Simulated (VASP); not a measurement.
# Zr5AlN6 (P-6m2) in VASP: single point with PBE

Aim: the single point of Zr5AlN6 with PBE.

All numbers are computed with VASP 6.6.1; they aren't measurements. Logs are shortened: lines on timing, memory, paths and dates and some standing lists are left out, and cuts for length are marked.

### Step 1. The cell of the first run

The structure is hexagonal, space group P-6m2 (No. 187). The conventional cell has a = 3.146 Å, b = 3.146 Å, c = 16.373 Å, α = 90.00°, β = 90.00°, γ = 120.00°. Within 3.0 Å of Zr (site symmetry -6m2) lie 6 N at 2.29 Å. Within 3.0 Å of Zr (site symmetry 3m) lie 6 N at 2.27 to 2.31 Å. Zr (site symmetry 3m) has 6 N at 2.27 to 2.29 Å within 3.0 Å. Within 2.9 Å of Al (site symmetry -6m2) lie 6 N at 2.20 Å. Within 3.0 Å of N (site symmetry 3m) lie 6 Zr at 2.29 Å and 2 N at 2.76 to 2.78 Å. Within 3.0 Å of N (site symmetry 3m) lie 6 Zr at 2.27 Å and 2 N at 2.76 to 2.80 Å. Within 2.9 Å of N (site symmetry 3m) lie 3 Al at 2.20 Å and 3 Zr at 2.31 Å and 2 N at 2.49 to 2.80 Å.

### Step 2. Single point, PBE

Input file INCAR:

```
SYSTEM = Zr5AlN6
PREC     = Accurate       ! precision mode
ENCUT    = 520            ! plane-wave cutoff, eV
EDIFF    = 1E-6           ! SCF threshold, eV
ISMEAR   = 0              ! smearing method
SIGMA    = 0.1            ! smearing width, eV
LREAL    = .FALSE.        ! projectors in reciprocal space
LASPH    = .TRUE.         ! aspherical terms in the spheres
NELM     = 80             ! most SCF steps
ALGO     = Normal         ! electronic algorithm
ISIF     = 2              ! what is computed and relaxed
LWAVE    = .FALSE.        ! write WAVECAR
LCHARG   = .TRUE.         ! write CHGCAR
GGA      = PE             ! functional
LELF     = .TRUE.         ! ELF
LVHAR    = .TRUE.       
NBANDS   = 58             ! bands
```

Input file KPOINTS:

```
Automatic mesh
0
G
  12 12 4
  0 0 0
```

Input file POSCAR:

```
Zr5AlN6
1.0
    3.1457294693      0.0000000000      0.0000000000
   -1.5728647347      2.7242816339      0.0000000000
    0.0000000000      0.0000000000     16.3725745073
Zr Al N
5 1 6
Direct
    0.3333333333      0.6666666667      0.0000000000
    0.3333333333      0.6666666667      0.3365998874
    0.3333333333      0.6666666667      0.6634001126
    0.6666666667      0.3333333333      0.1698374933
    0.6666666667      0.3333333333      0.8301625067
    0.6666666667      0.3333333333      0.5000000000
    0.0000000000      0.0000000000      0.9152383756
    0.0000000000      0.0000000000      0.2531541373
    0.0000000000      0.0000000000      0.5760883897
    0.0000000000      0.0000000000      0.0847616244
    0.0000000000      0.0000000000      0.4239116103
    0.0000000000      0.0000000000      0.7468458627
```

Potentials or basis: VASP PAW PBE potentials, release 64 (Zr_sv, Al, N).

Run with:

```console
> cat potpaw_PBE.64/Zr_sv/POTCAR potpaw_PBE.64/Al/POTCAR potpaw_PBE.64/N/POTCAR > POTCAR
> mpirun -np 1 vasp_std > vasp.out
```

OUTCAR:

```text
SYSTEM = Zr5AlN6
   PREC = Accurate
   ENCUT = 520
   EDIFF = 1E-6
   ISMEAR = 0
   LREAL = .FALSE.
   LASPH = .TRUE.
   NELM = 80
   ISIF = 2
   GGA = PE

 ion  position               nearest neighbor table
   1  0.333  0.667  0.000-   7 2.29  10 2.29   7 2.29  10 2.29   7 2.29  10 2.29   4 3.32   5 3.32
                             4 3.32   5 3.32   4 3.32   5 3.32
   2  0.333  0.667  0.337-   8 2.27   8 2.27   8 2.27  11 2.31  11 2.31  11 2.31   6 3.23   6 3.23
                             6 3.23   4 3.28   4 3.28   4 3.28
   3  0.333  0.667  0.663-  12 2.27  12 2.27  12 2.27   9 2.31   9 2.31   9 2.31   6 3.23   6 3.23
                             6 3.23   5 3.28   5 3.28   5 3.28
   4  0.667  0.333  0.170-   8 2.27   8 2.27   8 2.27  10 2.29  10 2.29  10 2.29   2 3.28   2 3.28
                             2 3.28   1 3.32   1 3.32   1 3.32
   5  0.667  0.333  0.830-  12 2.27  12 2.27  12 2.27   7 2.29   7 2.29   7 2.29   3 3.28   3 3.28
                             3 3.28   1 3.32   1 3.32   1 3.32
   6  0.667  0.333  0.500-   9 2.20  11 2.20   9 2.20  11 2.20   9 2.20  11 2.20   2 3.23   3 3.23
                             2 3.23   3 3.23   2 3.23   3 3.23
   7  0.000  0.000  0.915-   1 2.29   1 2.29   1 2.29   5 2.29   5 2.29   5 2.29
   8  0.000  0.000  0.253-   4 2.27   4 2.27   4 2.27   2 2.27   2 2.27   2 2.27
   9  0.000  0.000  0.576-   6 2.20   6 2.20   6 2.20   3 2.31   3 2.31   3 2.31
  10  0.000  0.000  0.085-   1 2.29   1 2.29   1 2.29   4 2.29   4 2.29   4 2.29
  11  0.000  0.000  0.424-   6 2.20   6 2.20   6 2.20   2 2.31   2 2.31   2 2.31
  12  0.000  0.000  0.747-   5 2.27   5 2.27   5 2.27   3 2.27   3 2.27   3 2.27

  LATTYP: Found a hexagonal cell.
 ALAT       =     3.1457294693
 C/A-ratio  =     5.2046988360

  Lattice vectors:

 A1 = (   3.1457294693,   0.0000000000,   0.0000000000)
 A2 = (  -1.5728647347,   2.7242816339,   0.0000000000)
 A3 = (   0.0000000000,   0.0000000000,  16.3725745073)

Analysis of symmetry for initial positions (statically):
=====================================================================
 Subroutine PRICEL returns:
 Original cell was already a primitive cell.

 Routine SETGRP: Setting up the symmetry group for a
 hexagonal supercell.

 Subroutine GETGRP returns: Found 12 space group operations
 (whereof 12 operations were pure point group operations)
 out of a pool of 24 trial point group operations.

The static configuration has the point symmetry D_3h.

Analysis of symmetry for dynamics (positions and initial velocities):
=====================================================================
 Subroutine PRICEL returns:
 Original cell was already a primitive cell.

 Routine SETGRP: Setting up the symmetry group for a
 hexagonal supercell.

 Subroutine GETGRP returns: Found 12 space group operations
 (whereof 12 operations were pure point group operations)
 out of a pool of 24 trial point group operations.

The dynamic configuration has the point symmetry D_3h.

 Subroutine INISYM returns: Found 12 space group operations
 (whereof 12 operations are pure point group operations),
 and found     1 'primitive' translations

----------------------------------------------------------------------------------------

                                     Primitive cell

  volume of cell :     140.3106

  direct lattice vectors                    reciprocal lattice vectors
     3.145729469  0.000000000  0.000000000     0.317891290  0.183534622  0.000000000
    -1.572864735  2.724281634  0.000000000     0.000000000  0.367069244  0.000000000
     0.000000000  0.000000000 16.372574507     0.000000000  0.000000000  0.061077749

  length of vectors
     3.145729469  3.145729469 16.372574507     0.367069244  0.367069244  0.061077749

  position of ions in fractional coordinates (direct lattice)
     0.333333333  0.666666667  0.000000000
     0.333333333  0.666666667  0.336599887
     0.333333333  0.666666667  0.663400113
     0.666666667  0.333333333  0.169837493
     0.666666667  0.333333333  0.830162507
     0.666666667  0.333333333  0.500000000
     0.000000000  0.000000000  0.915238376
     0.000000000  0.000000000  0.253154137
     0.000000000  0.000000000  0.576088390
     0.000000000  0.000000000  0.084761624
     0.000000000  0.000000000  0.423911610
     0.000000000  0.000000000  0.746845863

  ion indices of the primitive-cell ions
[... 26 lines left out ...]
     0.000000000  0.030589104  0.000000000     0.000000000  0.083333333  0.000000000
     0.000000000  0.000000000  0.015269437     0.000000000  0.000000000  0.250000000

  Length of vectors
     0.030589104  0.030589104  0.015269437

  Shift w.r.t. Gamma in fractional coordinates (k-lattice)
     0.000000000  0.000000000  0.000000000

 Subroutine IBZKPT returns following result:
 ===========================================

 Found     57 irreducible k-points:

 Following reciprocal coordinates:
            Coordinates               Weight
  0.000000  0.000000  0.000000      1.000000
  0.083333  0.000000  0.000000      6.000000
  0.166667  0.000000  0.000000      6.000000
  0.250000  0.000000  0.000000      6.000000
  0.333333  0.000000  0.000000      6.000000
  0.416667  0.000000  0.000000      6.000000
[... 16 lines left out ...]
  0.250000  0.000000  0.250000     12.000000
  0.333333  0.000000  0.250000     12.000000
 [... further k-points ...]
   k-points           NKPTS =     57   k-points in BZ     NKDIM =     57   number of bands    NBANDS=     58
   number of dos      NEDOS =    301   number of ions     NIONS =     12
   total plane-waves  NPLWV =  72576
   dimension x,y,z NGX =    24 NGY =   24 NGZ =  126
   dimension x,y,z NGXF=    48 NGYF=   48 NGZF=  252
   ions per type =               5   1   6
   NGX,Y,Z   is equivalent  to a cutoff of  12.68, 12.68, 12.79 a.u.
   NGXF,Y,Z  is equivalent  to a cutoff of  25.37, 25.37, 25.59 a.u.
 SYSTEM =  Zr5AlN6
   PREC   = accura    normal or accurate (medium, high low for compatibility)
   ISTART =      0    job   : 0-new  1-cont  2-samecut
   ICHARG =      2    charge: 1-file 2-atom 10-const
   ISPIN  =      1    spin polarized calculation?
   LNONCOLLINEAR =      F non collinear calculations
   LSORBIT =      F    spin-orbit coupling
   LASPH  =      T    aspherical Exc in radial PAW
   ENCUT  =  520.0 eV  38.22 Ry    6.18 a.u.   5.85  5.85 30.44*2*pi/ulx,y,z
   NELM   =     80;   NELMIN=  2; NELMDL= -5     # of ELM steps
   EDIFF  = 0.1E-05   stopping-criterion for ELM
   LREAL  =      F    real-space projection
   EDIFFG = 0.1E-04   stopping-criterion for IOM
   NSW    =      0    number of steps for IOM
   IBRION =     -1    ionic relax: 0-MD 1-quasi-New 2-CG
   NFREE  =      0    steps in history (QN), initial steepest desc. (CG)
   ISIF   =      2    stress and relaxation
   ISYM   =      2    0-nonsym 1-usesym 2-fastsym
   POTIM  = 0.5000    time-step for ionic-motion
   TEBEG  =    0.0;   TEEND  =   0.0 temperature during run
   PSTRESS=    0.0 pullay stress
   NELECT =      93.0000    total number of electrons
   NUPDOWN=      -1.0000    fix difference up-down
   EMIN   =  10.00;   EMAX   =-10.00  energy-range for DOS
   EFERMI =   0.00;   METHOD = LEGACY
   ISMEAR =     0;   SIGMA  =   0.10  broadening in eV -4-tet -1-fermi 0-gaus
   EFERMI_NEDOS =   21; number of points for ismear=-14 and -15
   IALGO  =     38    algorithm
   IMIX   =      4    mixing-type and parameters
     AMIX     =   0.40;   BMIX     =  1.00
     AMIX_MAG =   1.60;   BMIX_MAG =  1.00
  volume/ion in A,a.u.               =      11.69        78.91
  Fermi-wavevector in a.u.,A,eV,Ry     =   1.427378  2.697354 27.720622  2.037408
  Thomas-Fermi vector in A             =   2.547554
   LORBIT       =      0    0 simple, 1 ext, 2 COOP (PROOUT), +10 PAW based schemes
   GGA     = PE    functional components
   LHFCALC =     F    Hartree Fock is set to
   AEXX    =    0.0000 exact exchange contribution
   IVDW    =     0    specifies the selected vdW correction
   LEPSILON=     F    determine dielectric tensor
   LRPA    =     F    only Hartree local field effects (RPA)
 non-spin polarized calculation
 Gauss-broadening in eV      SIGMA  =   0.10
  energy-cutoff  :      520.00
  volume of cell :      140.31
 maximum number of plane-waves:      3806
 NGX is ok and might be reduce to    24
   NGX = 11   NGY = 11   NGZ = 61

 number of electron      92.9999998 magnetization

 Free energy of the ion-electron system (eV)
  ---------------------------------------------------
  ext. energy  EPLUGINS =         0.00000000
  ---------------------------------------------------
  free energy    TOTEN  =      -114.04466333 eV

  energy without entropy =     -114.02796846  energy(sigma->0) =     -114.03631590

 E-fermi :  11.2550     XC(G=0): -12.3577

 val. band max:       11.2511065205   @ k =   0.2500   0.0000   0.5000
 cond. band min:      11.2664277392   @ k =   0.0833   0.0833   0.0000
 fundamental gap:      0.0153212186
 Fermi energy:        11.2549895836

 k-point     1 :       0.0000    0.0000    0.0000
  band No.  band energies     occupation
      1     -37.9104      2.00000
      2     -37.8980      2.00000
      3     -37.8219      2.00000
      4     -37.8128      2.00000
      5     -37.7881      2.00000
      6     -16.6406      2.00000
[... 1453 lines left out ...]
     57      14.8852      0.00000
     58      15.1420      0.00000

 [... further k-points ...]

------------------------ aborting loop because EDIFF is reached ----------------------------------------

  FORCE on cell =-STRESS in cart. coord.  units (eV):
  Direction    XX          YY          ZZ          XY          YZ          ZX
  --------------------------------------------------------------------------------------
  -------------------------------------------------------------------------------------
  Total        0.1697494      0.1697494      0.1793141     -0.0000000     -0.0000000      0.0000000
  in kB        1.9383332      1.9383332      2.0475505     -0.0000000     -0.0000000      0.0000000
  external PRESSURE =       1.9747390 kB  Pullay stress =       0.0000000 kB

 VOLUME and BASIS-vectors are now :
 -----------------------------------------------------------------------------
  energy-cutoff  :      520.00
  volume of cell :      140.31
      direct lattice vectors                 reciprocal lattice vectors
     3.145729469  0.000000000  0.000000000     0.317891290  0.183534622  0.000000000
    -1.572864735  2.724281634  0.000000000     0.000000000  0.367069244  0.000000000
     0.000000000  0.000000000 16.372574507     0.000000000  0.000000000  0.061077749

 POSITION                                       TOTAL-FORCE (eV/Angst)
 -----------------------------------------------------------------------------------
     -0.00000      1.81619      0.00000         0.000000      0.000000      0.000000
     -0.00000      1.81619      5.51101         0.000000     -0.000000      0.004945
     -0.00000      1.81619     10.86157         0.000000      0.000000     -0.004945
      1.57286      0.90809      2.78068        -0.000000      0.000000     -0.000418
      1.57286      0.90809     13.59190        -0.000000      0.000000      0.000418
      1.57286      0.90809      8.18629        -0.000000      0.000000      0.000000
      0.00000      0.00000     14.98481        -0.000000      0.000000     -0.000027
      0.00000      0.00000      4.14478        -0.000000     -0.000000      0.000781
      0.00000      0.00000      9.43205        -0.000000      0.000000     -0.017434
      0.00000      0.00000      1.38777        -0.000000     -0.000000      0.000027
      0.00000      0.00000      6.94052        -0.000000      0.000000      0.017434
      0.00000      0.00000     12.22779        -0.000000     -0.000000     -0.000781
 -----------------------------------------------------------------------------------
    total drift:                                0.000000     -0.000000     -0.000000

  FREE ENERGIE OF THE ION-ELECTRON SYSTEM (eV)
  ---------------------------------------------------
  free  energy   TOTEN  =      -114.0446633331 eV

  energy  without entropy=     -114.0279684647  energy(sigma->0) =     -114.03631590
```

It took 8.9 min on 1 thread of Intel Xeon Platinum 8259CL at 2.50GHz (Skylake/Cascade Lake), shared host; peak memory 0.49 GiB.

Results:

- Free energy: -114.0447 eV
- Pressure: 0.2 GPa
- Largest force: 0.017 eV/Å
- Band gap on the k mesh: zero (an odd number of electrons rules out a gap without spin polarisation)

Forces in eV/Å, atoms in the order of the input:
```
Zr   0.000  0.000  0.000
Zr   0.000  0.000  0.005
Zr   0.000  0.000 -0.005
Zr   0.000  0.000  0.000
Zr   0.000  0.000  0.000
Al   0.000  0.000  0.000
N    0.000  0.000  0.000
N    0.000  0.000  0.001
N    0.000  0.000 -0.017
N    0.000  0.000  0.000
N    0.000  0.000  0.017
N    0.000  0.000 -0.001
```
